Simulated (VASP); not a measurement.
**MgB2: relaxation of cell and atoms with PBE**

MgB2:

```
Mg B
1.0
     3.08500    0.00000    0.00000
    -1.54250    2.67169    0.00000
     0.00000    0.00000    3.52300
Mg B
1 2
Cartesian
  0.0000 0.0000 0.0000
  1.5425 0.8906 1.7615
  0.0000 1.7811 1.7615
```

```json
{
 "Program": "VASP 6.6.1",
 "Task": "relaxation of cell and atoms",
 "Functional": "PBE",
 "Potentials or basis": "VASP PAW PBE potentials, release 64 (Mg, B)",
 "Cutoff": "600 eV",
 "k mesh": "10 × 10 × 8",
 "Occupations": "fermi-dirac, width 0.05 eV",
 "Spin": "no spin polarisation",
 "Dipole correction": "no",
 "Further INCAR settings": "ALGO = Normal; EDIFF = 1e-06; IBRION = 2; EDIFFG = -0.01; NSW = 60; ISIF = 3"
}
```

```json
{
  "Relaxed volume": "9.60 Å³/atom",
  "Relaxed cell": "a = 3.078 Å, b = 3.078 Å, c = 3.509 Å, α = 90.00°, β = 90.00°, γ = 120.00°",
  "Space group after relaxing (to 0.05 Å)": "P6/mmm (No. 191)",
  "Energy gained by relaxing": "0.3 meV/atom",
  "Ionic steps": "4",
  "Pressure after relaxing": "0.0 GPa",
  "Band gap on the k mesh": "zero (band 4 reaches 6.46 eV, above the bottom of band 5 at 3.98 eV)"
}
```

Stress tensor (GPa, compression positive):
```
 0.08  0.00  0.00
 0.00  0.08  0.00
 0.00  0.00 -0.13
```

Step by step:
```tsv
step	energy change (eV)	largest force (eV/Å)	pressure (GPa)	volume (Å³)
1	0.0000	0.0000	-1.18	29.04
2	-0.0008	0.0000	0.37	28.74
3	-0.0009	0.0000	0.02	28.81
4	-0.0009	0.0000	0.01	28.80
```

Final structure:
```
Mg B
1.0
     3.07835    0.00000    0.00000
    -1.53918    2.66593    0.00000
     0.00000    0.00000    3.50890
Mg B
1 2
Direct
  0.00000 0.00000 0.00000
  0.66667 0.33333 0.50000
  0.33333 0.66667 0.50000
```

Levels at points of the mesh, in eV from the Fermi level:
| k point | band 2 | band 3 | band 4 | band 5 | band 6 | band 7 |
| --- | --- | --- | --- | --- | --- | --- |
| (0.00, 0.00, 0.00) | -2.97 | 0.32 | 0.32 | 1.66 | 6.28 | 6.28 |
| (0.50, 0.00, 0.00) | -7.90 | -2.22 | 0.18 | 3.06 | 3.83 | 5.34 |
| (0.00, 0.00, 0.50) | -7.50 | 0.71 | 0.71 | 6.61 | 6.61 | 7.93 |
| (0.50, 0.00, 0.50) | -6.98 | -3.63 | -1.93 | -1.35 | 5.70 | 8.78 |

It took 43 s on 1 thread of Intel(R) Xeon(R) Platinum 8375C CPU @ 2.90GHz (Ice Lake) (shared host), peak memory 0.17 GiB.
